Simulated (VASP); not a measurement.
Write the native input for VASP 6.6.1 that does the following.

| Quantity | Value |
| --- | --- |
| Task | relaxation of cell and atoms |
| Functional | PBE |
| Potentials or basis | VASP PAW PBE potentials, release 64 (Si, Ge_d) |
| Cutoff | 600 eV |
| k mesh | 18 × 18 × 6 |
| Occupations | gaussian, width 0.1 eV |
| Spin | no spin polarisation |
| Dipole correction | no |
| Further INCAR settings | ALGO = Normal; EDIFF = 1e-06; IBRION = 2; EDIFFG = -0.01; NSW = 100; ISIF = 3 |

The structure of SiGe3 lies in POSCAR:

```
SiGe3
1.0
    2.9380879600      0.0000000000      0.0000000000
   -1.4690439800      2.5444588100      0.0000000000
    0.0000000000      0.0000000000      9.7713586800
Si Ge
1 3
Direct
    0.6666666700      0.3333333300      0.0000000000
    0.6666666700      0.3333333300      0.5000000000
    0.3333333300      0.6666666700      0.7500000000
    0.3333333300      0.6666666700      0.2500000000
```

The input as run:

INCAR

```
SYSTEM = SiGe3
ALGO = Normal
EDIFF = 1E-6
EDIFFG = -0.01
ENCUT = 600
GGA = PE
IBRION = 2
ISIF = 3
ISMEAR = 0
LASPH = .True.
LCHARG = .False.
LREAL = .False.
LWAVE = .False.
NELM = 80
NSW = 100
PREC = Accurate
SIGMA = 0.1
```

KPOINTS

```
k-points
0
Gamma
  18 18 6
  0 0 0
```

Potentials or basis: VASP PAW PBE potentials, release 64 (Si, Ge_d).

Run with:

```console
$ cat potpaw_PBE.64/Si/POTCAR potpaw_PBE.64/Ge_d/POTCAR > POTCAR
$ mpirun -np 1 vasp_std > vasp.out
```

Results of the run:

```yaml
Relaxed_volume: 18.22 Å³/atom
Relaxed_cell: a = 2.957 Å, b = 2.957 Å, c = 9.626 Å, α = 90.00°, β = 90.00°, γ = 120.00°
Space_group_after_relaxing_to_0.1_Å: P-6m2 (No. 187)
Energy_gained_by_relaxing: 12.9 meV/atom
Ionic_steps: 21
Pressure_after_relaxing: 0.0 GPa
```

Caveat: the highest band is partly filled, so the run has too few bands.

Wall time 22 min on 1 thread of Intel(R) Xeon(R) 6975P-C (Granite Rapids), with other jobs on the host, peak memory 0.44 GiB.
